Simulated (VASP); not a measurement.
The system is Ga3PN2.

```
Ga P N
1.0
     4.28994    0.00000    0.00000
    -2.14497    3.71520    0.00000
     0.00000    0.00000    6.76236
Ga P N
3 1 2
Direct
  0.00000 0.00000 0.50000
  0.66667 0.33333 0.64932
  0.33333 0.66667 0.35068
  0.00000 0.00000 0.00000
  0.66667 0.33333 0.24834
  0.33333 0.66667 0.75166
```

* Program: VASP 6.6.1
* Task: relaxation of cell and atoms
* Functional: PBE
* Potentials or basis: VASP PAW PBE potentials, release 64 (Ga_d, P, N)
* Cutoff: 600 eV
* k mesh: 6 × 6 × 4
* Occupations: gaussian, width 0.1 eV
* Spin: no spin polarisation

At the start: pressure -10.4 GPa; volume 17.96 Å³/atom.

Where does the relaxation end?

Over 31 steps the energy falls by 1321.7 meV/atom and the volume is 12.18 Å³/atom (-32.2 %); space group P-3m1 (No. 164, to 0.05 Å).

The path:
```csv
step,energy change (eV),largest force (eV/Å),pressure (GPa),volume (Å³)
1,0.0000,1.2412,-10.44,107.78
2,-0.9421,1.8478,-2.18,90.53
3,-1.0090,2.0958,2.85,85.41
4,-1.4849,1.7970,3.31,82.88
5,-2.2657,0.8115,8.51,75.48
6,-2.4103,0.3421,-6.65,87.34
7,-2.5022,0.4791,-1.91,82.42
8,-2.6091,0.3046,-1.49,82.30
9,-2.9203,0.9118,-0.22,81.69
10,-2.4575,4.5567,7.69,79.52
11,-3.0710,1.3676,0.28,81.34
12,-3.0726,2.4421,2.79,80.53
13,-3.1366,1.6196,1.43,80.95
14,-3.1572,1.7215,1.50,80.97
15,-3.2081,2.0268,1.49,80.99
16,-3.2501,2.7722,1.94,80.99
17,-3.3342,2.8578,1.63,81.10
18,-3.5872,3.1009,0.70,81.43
19,-4.0497,3.5294,-0.74,81.94
20,-4.6215,4.4128,-2.82,82.48
21,-5.2375,3.8851,-4.53,81.90
22,-6.7812,2.7862,-8.46,79.96
23,-7.6080,0.1576,-2.95,75.23
24,-7.7105,0.6609,-6.24,76.51
25,-7.7095,0.8615,-6.94,76.89
26,-7.9175,0.0836,1.17,72.47
27,-7.9177,0.0893,1.43,72.36
28,-7.9289,0.0601,0.16,73.01
29,-7.9296,0.0495,-0.36,73.24
30,-7.9296,0.0512,-0.18,73.21
31,-7.9300,0.0353,0.00,73.10
```

Final structure:
```
Ga P N
1.0
     3.17065    0.00000    0.00000
    -1.58533    2.74586    0.00000
     0.00000    0.00000    8.39663
Ga P N
3 1 2
Direct
  0.00000 0.00000 0.50000
  0.66667 0.33333 0.78927
  0.33333 0.66667 0.21073
  0.00000 0.00000 0.00000
  0.66667 0.33333 0.34933
  0.33333 0.66667 0.65067
```

Caveat: the volume moved by over 15 % at a fixed basis, so the end points are rough.
